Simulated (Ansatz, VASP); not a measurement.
# BPt in VASP and in Ansatz

File INCAR:

```
PREC     = Accurate       # precision mode
ENCUT    = 570            # plane-wave cutoff, eV
EDIFF    = 1E-6           # SCF threshold, eV
ISMEAR   = 0              # smearing method
SIGMA    = 0.1            # smearing width, eV
LREAL    = False          # projectors in reciprocal space
LASPH    = True           # aspherical terms in the spheres
NELM     = 120            # most SCF steps
ALGO     = Normal         # electronic algorithm
ISIF     = 2              # what is computed and relaxed
LWAVE    = False          # write WAVECAR
LCHARG   = False          # write CHGCAR
GGA      = PE             # functional
NBANDS   = 29             # bands
GGA_COMPAT= False
```

The input KPOINTS:

```
Automatic mesh
0
Gamma
  6 6 4
```

Contents of POSCAR:

```
BPt
1.0
    3.2294278100      0.0000000000      0.0000000000
   -1.6147139100      2.7967665200      0.0000000000
    0.0000000000      0.0000000000      5.2612729100
B Pt
2 2
Direct
    0.6666666700      0.3333333300      0.7500000000
    0.3333333300      0.6666666700      0.2500000000
    0.0000000000      0.0000000000      0.0000000000
    0.0000000000      0.0000000000      0.5000000000
```

Input for Ansatz:

```yaml
crystal:
  lattice:
    - [3.22942781, 0.0, 0.0]
    - [-1.61471391, 2.79676652, 0.0]
    - [0.0, 0.0, 5.26127291]
  atoms:
    - { symbol: B, position: [0.66666667, 0.33333333, 0.75] }
    - { symbol: B, position: [0.33333333, 0.66666667, 0.25] }
    - { symbol: Pt, position: [0.0, 0.0, 0.0] }
    - { symbol: Pt, position: [0.0, 0.0, 0.5] }
basis:
  ecutwfc: 420
kpoints:
  mp_grid: { grid: [6, 6, 4] }
hamiltonian:
  xc: pbe
scf:
  occupations: { method: gaussian, width: 0.1 }
  lower_state_search: "off"
output:
  forces: true
  stress: true
  eigenvalues: true
```

Alike in both runs: task single point; functional PBE; k mesh 6 × 6 × 4; occupations gaussian, width 0.1 eV; no spin polarisation.

|  | VASP | Ansatz |
| --- | --- | --- |
| version | VASP 6.6.1 | Ansatz 0.2.0 |
| potentials or method | VASP PAW PBE potentials, release 64 (B, Pt_sv_GW), cutoff 570 eV | scalar-relativistic, plane waves, PAW |
| valence electrons in the cell | 42 | 42 |

Ansatz gave:

```
gap on the k mesh at the Fermi level (eV)                     : none
pressure (GPa)                                                : -1.2
traceless stress, the component that is largest in VASP (GPa) : -1.57
```

Question: Which values does VASP return?

Answer: gap on the k mesh at the Fermi level (eV): none; pressure (GPa): -2.2; traceless stress, the component that is largest in VASP (GPa): -1.58.

A gap of «none» marks a metal or a gap that the smearing closes.

The k mesh is coarse, so the values compare programs but aren't converged. Neither program's run includes spin-orbit coupling.
